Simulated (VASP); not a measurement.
Set up this calculation in VASP 6.6.1, as the native input.

- Task: single point
- Functional: RPBE
- Potentials or basis: VASP PAW PBE potentials, release 64 (V_sv)
- Cutoff: 520 eV
- k mesh: 9 × 9 × 15
- Occupations: fermi-dirac, width 0.1 eV
- Spin: no spin polarisation
- Dipole correction: no
- Further INCAR settings: ALGO = Normal; EDIFF = 1e-06; NBANDS = 26

The structure of V lies in POSCAR:

```
V
1.0
    4.6017317162      0.0000000000      0.0000000000
   -2.3008658581      3.9852165676      0.0000000000
    0.0000000000      0.0000000000      2.4766938687
V
3
Direct
    0.0000000000      1.0000000000      0.0000000000
    0.3333333333      0.6666666667      0.5000000000
    0.6666666667      0.3333333333      0.5000000000
```

This isn't the form of V at room conditions, which is bcc.

One way to write it, as run:

INCAR

```
SYSTEM = V
PREC = Accurate
ENCUT = 520
EDIFF = 1E-6
ISMEAR = -1
SIGMA = 0.1
LREAL = .FALSE.
LASPH = .TRUE.
NELM = 80
ALGO = Normal
ISIF = 2
LWAVE = .FALSE.
LCHARG = .FALSE.
GGA = RP
NBANDS = 26
```

KPOINTS

```
Automatic mesh
0
G
  9 9 15
  0 0 0
```

Potentials or basis: VASP PAW PBE potentials, release 64 (V_sv).

Command:

```console
$ cat potpaw_PBE.64/V_sv/POTCAR > POTCAR
$ mpirun -np 1 vasp_std > vasp.out
```

It gave:

```
Pressure               : -10.7 GPa
Band gap on the k mesh : zero (an odd number of electrons rules out a gap without spin polarisation)
```

Caveat: the cell stands under tension; the PAW data sets were made with another functional, which shifts forces and pressure a little.

It took 2.8 min on 1 thread of Intel Xeon 8259CL (shared host), peak memory 0.22 GiB.
